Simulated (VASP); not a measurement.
Set up this calculation in VASP 6.6.1, as the native input.

- Task: single point
- Functional: PBEsol
- Potentials or basis: VASP PAW PBE potentials, release 64 (Ta_pv, N)
- Cutoff: 520 eV
- k mesh: 21 × 21 × 18
- Occupations: gaussian, width 0.15 eV
- Spin: no spin polarisation
- Dipole correction: no
- Further INCAR settings: ALGO = Normal; EDIFF = 1e-07; NBANDS = 15

The structure of TaN lies in POSCAR:

```
TaN
1.0
    2.8438886533      0.0000000000      0.0000000000
   -1.4219443266      2.4628798193      0.0000000000
    0.0000000000      0.0000000000      2.7920566128
Ta N
1 1
Direct
    0.3333333333      0.6666666667      0.5000000000
    0.0000000000      0.0000000000      0.0000000000
```

The input as run:

INCAR

```
SYSTEM = TaN
PREC     = Accurate       ! precision mode
ENCUT    = 520            ! plane-wave cutoff, eV
EDIFF    = 1E-7           ! SCF threshold, eV
ISMEAR   = 0              ! smearing method
SIGMA    = 0.15           ! smearing width, eV
LREAL    = .FALSE.        ! projectors in reciprocal space
LASPH    = .TRUE.         ! aspherical terms in the spheres
NELM     = 100            ! most SCF steps
ALGO     = Normal         ! electronic algorithm
ISIF     = 2              ! what is computed and relaxed
LWAVE    = .FALSE.        ! write WAVECAR
LCHARG   = .FALSE.        ! write CHGCAR
GGA      = PS             ! functional
NBANDS   = 15             ! bands
```

KPOINTS

```
Automatic mesh
0
G
  21 21 18
  0 0 0
```

Potentials or basis: VASP PAW PBE potentials, release 64 (Ta_pv, N).

Launch:

```bash
$ cat potpaw_PBE.64/Ta_pv/POTCAR potpaw_PBE.64/N/POTCAR > POTCAR
$ mpirun -np 1 vasp_std > vasp.out
```

Results of the run:

| Quantity | Value |
| --- | --- |
| Pressure | 37.6 GPa |
| Band gap on the k mesh | zero (bands 8 and 9 overlap by 0.35 eV) |

Caveat: the cell stands under pressure; the PAW data sets were made with another functional, which shifts forces and pressure a little; spin-orbit coupling is left out, which moves the levels of the heavy elements.

Run time: 120 s on 1 thread of Intel Xeon 8259CL (shared host), peak memory 0.26 GiB.
